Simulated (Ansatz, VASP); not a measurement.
One calculation of WC, two programs

```
W C
1.0
     2.90050    0.00000    0.00000
    -1.45025    2.51191    0.00000
     0.00000    0.00000    2.82900
W C
1 1
Direct
  0.00000 0.00000 0.03977
  0.66667 0.33333 0.50000
```

Change from the starting cell: all W atoms moved +0.113 Å, as atom 1 along Cartesian [0 0 1].

Alike in both runs: task single point; functional r2SCAN; k mesh 18 × 18 × 16; occupations gaussian, width 0.15 eV; no spin polarisation.

|  | VASP | Ansatz |
| --- | --- | --- |
| version | VASP 6.6.1 | Ansatz 0.2.0 |
| potentials or method | VASP PAW PBE potentials, release 64 (W_sv, C), cutoff 520 eV | scalar-relativistic, plane waves, PAW |
| valence electrons in the cell | 18 | 18 |

```csv
,VASP,Ansatz,Ansatz less VASP
gap on the k mesh at the Fermi level (eV),none,none,-
pressure (GPa),9.3,7.2,-2.03
"traceless stress, the component that is largest in VASP (GPa)",0.84,0.68,-0.166
rms of the force components (eV/Å),0.947,0.936,-0.0117
```

VASP's potentials were made for PBE, not for r2SCAN. Atom by atom the forces differ by 0.012 eV/Å (rms over components). A gap of «none» marks a metal or a gap that the smearing closes. With one functional, cell and mesh, what is left measures potentials, basis and numerics.

Spin-orbit coupling is off throughout.
